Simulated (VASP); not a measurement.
# In (I4/mmm) in VASP: settings compared, part 2 of 2

VASP 6.6.1.

## Step 5: Single point, LDA

INCAR reads:

```
SYSTEM = In
  PREC = Accurate
  ENCUT = 520
  EDIFF = 1E-6
  ISMEAR = 0
  SIGMA = 0.05
  LREAL = .FALSE.
  LASPH = .TRUE.
  NELM = 80
  ALGO = Normal
  ISIF = 2
  LWAVE = .FALSE.
  LCHARG = .TRUE.
  GGA = CA
  LELF = .TRUE.
  LVHAR = .TRUE.
  NBANDS = 12
```

KPOINTS reads:

```
Automatic mesh
0
G
  11 11 11
  0 0 0
```

POSCAR reads:

```
In
1.0
    3.3769064400      0.0000000000      0.0000000000
    0.2472340469      3.3678438845      0.0000000000
   -1.8120702438     -1.6839219426      2.2987617161
In
1
Direct
    0.0000000000      0.0000000000      0.0000000000
```

Potentials or basis: VASP PAW LDA potentials, release 64 (In_d).

Run with:

```bash
$ cat potpaw_LDA.64/In_d/POTCAR > POTCAR
$ mpirun -np 1 vasp_std > vasp.out
```

OUTCAR:

```text
SYSTEM = In
   PREC = Accurate
   ENCUT = 520
   EDIFF = 1E-6
   ISMEAR = 0
   LREAL = .FALSE.
   LASPH = .TRUE.
   NELM = 80
   ISIF = 2
   GGA = CA

 ion  position               nearest neighbor table
   1  0.000  0.000  0.000-

  LATTYP: Found a body centered tetragonal cell.
 ALAT       =     3.2509399959
 C/A-ratio  =     1.5218367611

  Lattice vectors:

 A1 = (   3.3769064400,   0.0000000000,   0.0000000000)
 A2 = (   0.2472340469,   3.3678438845,   0.0000000000)
 A3 = (  -1.8120702438,  -1.6839219426,   2.2987617161)

Analysis of symmetry for initial positions (statically):
=====================================================================
 Subroutine PRICEL returns:
 Original cell was already a primitive cell.

 Routine SETGRP: Setting up the symmetry group for a
 body centered tetragonal supercell.

 Subroutine GETGRP returns: Found 16 space group operations
 (whereof 16 operations were pure point group operations)
 out of a pool of 16 trial point group operations.

The static configuration has the point symmetry D_4h.

Analysis of symmetry for dynamics (positions and initial velocities):
=====================================================================
[... 170 lines left out ...]
      5      -7.1014      2.00000
      6      -2.3439      2.00000
      7      17.6511      0.00000
      8      17.6511      0.00000
      9      17.8126      0.00000
     10      18.9141      0.00000
     11      21.2423      0.00000
     12      21.3724      0.00000
[... 331 lines left out ...]
 k-point    24 :      -0.1818    0.1818   -0.0000
  band No.  band energies     occupation
      1      -7.3607      2.00000
      2      -7.2634      2.00000
      3      -7.2137      2.00000
      4      -7.2087      2.00000
      5      -7.1236      2.00000
      6      -1.3242      2.00000
      7      14.3341      0.00000
      8      14.5874      0.00000
      9      15.2235      0.00000
     10      16.6654      0.00000
     11      18.8087      0.00000
     12      23.7161      0.00000

 [... further k-points ...]

------------------------ aborting loop because EDIFF is reached ----------------------------------------

  FORCE on cell =-STRESS in cart. coord.  units (eV):
  Direction    XX          YY          ZZ          XY          YZ          ZX
  --------------------------------------------------------------------------------------
  -------------------------------------------------------------------------------------
  Total       -0.4306199     -0.4266212     -0.4013119     -0.0272354      0.0000000      0.0000000
  in kB      -26.3900237    -26.1449675    -24.5939156     -1.6690886      0.0000000      0.0000000
  external PRESSURE =     -25.7096356 kB  Pullay stress =       0.0000000 kB

 VOLUME and BASIS-vectors are now :
 -----------------------------------------------------------------------------
  energy-cutoff  :      520.00
  volume of cell :       26.14
      direct lattice vectors                 reciprocal lattice vectors
     3.376906440  0.000000000  0.000000000     0.296129022 -0.021738887  0.217508408
     0.247234047  3.367843885  0.000000000     0.000000000  0.296925877  0.217508408
    -1.812070244 -1.683921943  2.298761716     0.000000000  0.000000000  0.435016815

 POSITION                                       TOTAL-FORCE (eV/Angst)
 -----------------------------------------------------------------------------------
      0.00000      0.00000      0.00000         0.000000     -0.000000      0.000000
 -----------------------------------------------------------------------------------
    total drift:                               -0.000000      0.000000     -0.000000

  FREE ENERGIE OF THE ION-ELECTRON SYSTEM (eV)
  ---------------------------------------------------
  free  energy   TOTEN  =        -3.2031212215 eV

  energy  without entropy=       -3.2025502977  energy(sigma->0) =       -3.20283576
```

Run time: 52 s. Hardware: 1 thread of Intel Xeon 8259CL, shared host; peak memory 0.16 GiB.

Results:

- Free energy: -3.2031 eV
- Pressure: -2.6 GPa
- Band gap on the k mesh: zero (an odd number of electrons rules out a gap without spin polarisation)

Caveat: spin-orbit coupling is left out, which moves the levels of the heavy elements.

## Step 6: Single point, RPBE

INCAR reads:

```
  PREC = Accurate
  ENCUT = 520
  EDIFF = 1E-7
  ISMEAR = 0
  SIGMA = 0.02
  LREAL = F
  LASPH = T
  NELM = 80
  ALGO = Normal
  ISIF = 2
  LWAVE = F
  LCHARG = F
  GGA = RP
  NBANDS = 12
```

KPOINTS reads:

```
Automatic mesh
0
Gamma
  11 11 11
```

POSCAR is that of step 5.

Potentials or basis: VASP PAW PBE potentials, release 64 (In_d).

Run with:

```bash
$ cat potpaw_PBE.64/In_d/POTCAR > POTCAR
$ mpirun -np 1 vasp_std > vasp.out
```

Wall time 65 s (1 thread of Intel Xeon 8259CL, shared host); peak memory 0.18 GiB.

It converged, with:

| Property | Result |
| --- | --- |
| Free energy | -2.1683 eV |
| Pressure | 3.7 GPa |
| Band gap on the k mesh | zero (an odd number of electrons rules out a gap without spin polarisation) |

Stress tensor (GPa, compression positive):
```
 3.54 -0.33  0.00
-0.33  3.59  0.00
 0.00  0.00  3.89
```

Levels at points of the mesh, in eV from the Fermi level:
| k point | band 2 | band 3 | band 4 | band 5 | band 6 | band 7 | band 8 | band 9 | band 10 | band 11 |
| --- | --- | --- | --- | --- | --- | --- | --- | --- | --- | --- |
| (0.00, 0.00, 0.00) | -14.72 | -14.72 | -14.64 | -14.53 | -9.60 | 10.54 | 10.54 | 10.72 | 11.46 | 13.87 |

Caveat: the cell stands under pressure; the PAW data sets were made with another functional, which shifts forces and pressure a little; spin-orbit coupling is left out, which moves the levels of the heavy elements.

## Step 7: The runs side by side

```csv
level,potentials or basis,k mesh,smearing,grid for exact exchange (PRECFOCK),share of exact exchange,screening parameter,gap on the mesh (eV),pressure (GPa)
B3LYP,"VASP PAW PBE potentials, release 64 (In_d)",6 × 6 × 6,fermi-dirac 0.05 eV,Normal,0.2,-,none,4.1
HSE06,"VASP PAW PBE potentials, release 64 (In_d)",6 × 6 × 6,fermi-dirac 0.05 eV,Normal,0.25,0.2079 1/Å,none,-0.4
RPBE,"VASP PAW PBE potentials, release 64 (In_d)",11 × 11 × 11,gaussian 0.02 eV,-,-,-,none,3.7
LDA,"VASP PAW LDA potentials, release 64 (In_d)",11 × 11 × 11,gaussian 0.05 eV,-,-,-,none,-2.6
```

Alike in all rows: task single point; no spin polarisation; cell a = 3.377 Å, angles 122.5, 122.5, 85.8°, 1 atom; cutoff (eV) 520.

Caveats: some runs use coarse meshes; spin-orbit coupling is left out, which moves the levels of the heavy elements; the PAW data sets were made with another functional, which shifts forces and pressure a little (at least some runs); the cell stands under pressure (at least some runs).

Absolute energies hang on the potentials; compare differences alone.
